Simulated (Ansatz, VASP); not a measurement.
## One calculation of Os, two programs

Contents of INCAR:

```
SYSTEM = Os
PREC     = Accurate       ! precision mode
ENCUT    = 600            ! plane-wave cutoff, eV
EDIFF    = 1E-6           ! SCF threshold, eV
ISMEAR   = -1             ! smearing method
SIGMA    = 0.1            ! smearing width, eV
LREAL    = .False.        ! projectors in reciprocal space
LASPH    = .True.         ! aspherical terms in the spheres
NELM     = 80             ! most SCF steps
ALGO     = Normal         ! electronic algorithm
ISIF     = 3              ! what is computed and relaxed
LWAVE    = .False.        ! write WAVECAR
LCHARG   = .False.        ! write CHGCAR
GGA      = PE             ! functional
IBRION   = 2              ! ionic algorithm
NSW      = 80             ! ionic steps
EDIFFG   = -0.02          ! ionic threshold
```

File KPOINTS:

```
Automatic mesh
0
Gamma
  14 14 8
  0 0 0
```

POSCAR

```
Os
1.0
    2.7341000000      0.0000000000      0.0000000000
   -1.3670500000      2.3678000600      0.0000000000
    0.0000000000      0.0000000000      4.3197000000
Os
2
Direct
    0.3333333326      0.6666666653      0.2500000000
    0.6666666674      0.3333333347      0.7500000000
```

Input for Ansatz:

```yaml
crystal:
  lattice:
    - [2.7341, 0.0, 0.0]
    - [-1.36705, 2.36780006, 0.0]
    - [0.0, 0.0, 4.3197]
  atoms:
    - { symbol: Os, position: [0.33333333262944503, 0.6666666652588901, 0.25] }
    - { symbol: Os, position: [0.6666666673705549, 0.3333333347411099, 0.75] }
basis:
  ecutwfc: 420.0
kpoints:
  mp_grid:
    grid: [14, 14, 8]
hamiltonian:
  xc: pbe
  dispersion: none
scf:
  occupations:
    method: fermi_dirac
    width: 0.1
relax:
  f_tol: 0.02
  cell: {}
```

Alike in both runs: task relaxation of cell and atoms; functional PBE; k mesh 14 × 14 × 8; occupations fermi-dirac, width 0.1 eV; no spin polarisation.

```csv
,VASP,Ansatz
version,VASP 6.6.1,Ansatz 0.2.0
potentials or method,"VASP PAW PBE potentials, release 64 (Os), cutoff 600 eV","plane waves, PAW"
valence electrons in the cell,16,32
```

|  | VASP | Ansatz | Ansatz less VASP |
| --- | --- | --- | --- |
| gap on the k mesh at the Fermi level, each at its own relaxed structure (eV) | none | none | - |
| relaxed volume (Å³/atom) | 14.28 | 14.28 | +0.001 |
| relaxed length of the cell vector where the two differ most in proportion (Å) | 4.345 | 4.345 | +0.0007 |

A gap of «none» marks a metal or a gap that the smearing closes. VASP's potentials hold 16 valence electrons a cell and Ansatz's 32, so a difference there can come from the potentials and not from the codes.

Spin-orbit coupling is off throughout.
